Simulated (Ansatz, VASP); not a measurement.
Given: the input of a run of Ansatz 0.2.0 on In.

Contents of input.yaml:

```yaml
crystal:
  lattice:
    - [-1.9194468732, 1.9194468732, 1.9194468732]
    - [1.9194468732, -1.9194468732, 1.9194468732]
    - [1.9194468732, 1.9194468732, -1.9194468732]
  atoms:
    - { symbol: In, position: [0.0, 0.0, 0.0] }
hamiltonian:
  xc: pbe0
  pseudopotentials: { kind: paw }
kpoints:
  mp_grid: { grid: [6, 6, 6] }
scf:
  occupations: { method: fermi_dirac, width: 0.05 }
output:
  forces: true
  stress: true
  eigenvalues: true
```

Potentials or basis: Ansatz PAW.

Launch:

```console
$ ansatz run input.yaml --threads 2 --pin off --max-ram 5632MiB --backend cpu --events-out ev --progress --plain --runs-dir out
```

Question: Set up the same calculation for VASP 6.6.1. Potentials there: VASP PAW PBE potentials, release 64 (In_d).

Answer: As run (the cutoff follows the program's own potentials):

Contents of POSCAR:

```
In
1.0
   -1.9194468732      1.9194468732      1.9194468732
    1.9194468732     -1.9194468732      1.9194468732
    1.9194468732      1.9194468732     -1.9194468732
In
1
Direct
    0.0000000000      0.0000000000      0.0000000000
```

Contents of INCAR.step1:

```
SYSTEM = In
PREC     = Accurate       ! precision mode
ENCUT    = 520            ! plane-wave cutoff, eV
EDIFF    = 1E-5           ! SCF threshold, eV
ISMEAR   = -1             ! smearing method
SIGMA    = 0.05           ! smearing width, eV
LREAL    = .False.        ! projectors in reciprocal space
LASPH    = .True.         ! aspherical terms in the spheres
NELM     = 60             ! most SCF steps
ALGO     = Normal         ! electronic algorithm
ISIF     = 2              ! what is computed and relaxed
LWAVE    = .True.         ! write WAVECAR
LCHARG   = .False.        ! write CHGCAR
NBANDS   = 12             ! bands
GGA      = PE             ! functional
```

The input INCAR.step2:

```
SYSTEM = In
PREC     = Accurate       ! precision mode
ENCUT    = 520            ! plane-wave cutoff, eV
EDIFF    = 1E-6           ! SCF threshold, eV
ISMEAR   = -1             ! smearing method
SIGMA    = 0.05           ! smearing width, eV
LREAL    = .False.        ! projectors in reciprocal space
LASPH    = .True.         ! aspherical terms in the spheres
NELM     = 60             ! most SCF steps
ALGO     = Normal         ! electronic algorithm
ISIF     = 2              ! what is computed and relaxed
LWAVE    = .False.        ! write WAVECAR
LCHARG   = .False.        ! write CHGCAR
GGA      = PE             ! functional
LHFCALC  = .True.         ! exact exchange
AEXX     = 0.25           ! exact-exchange fraction
PRECFOCK = Normal       
NBANDS   = 12             ! bands
ISTART   = 1
```

File KPOINTS:

```
regular mesh
0
Gamma
  6 6 6
  0 0 0
```

Potentials or basis: VASP PAW PBE potentials, release 64 (In_d).

Run with:

```sh
$ cat potpaw_PBE.64/In_d/POTCAR > POTCAR
$ cp INCAR.step1 INCAR
$ mpirun -np 1 vasp_std > vasp.out
$ cp INCAR.step2 INCAR
$ mpirun -np 1 vasp_std > vasp.out
```

Both were run:

|  | VASP | Ansatz | Ansatz less VASP |
| --- | --- | --- | --- |
| gap on the k mesh at the Fermi level (eV) | none | none | - |
| pressure (GPa) | -2.9 | -2.7 | +0.21 |

A gap of «none» marks a metal or a gap that the smearing closes.

The k mesh is coarse, so the values compare programs but aren't converged.
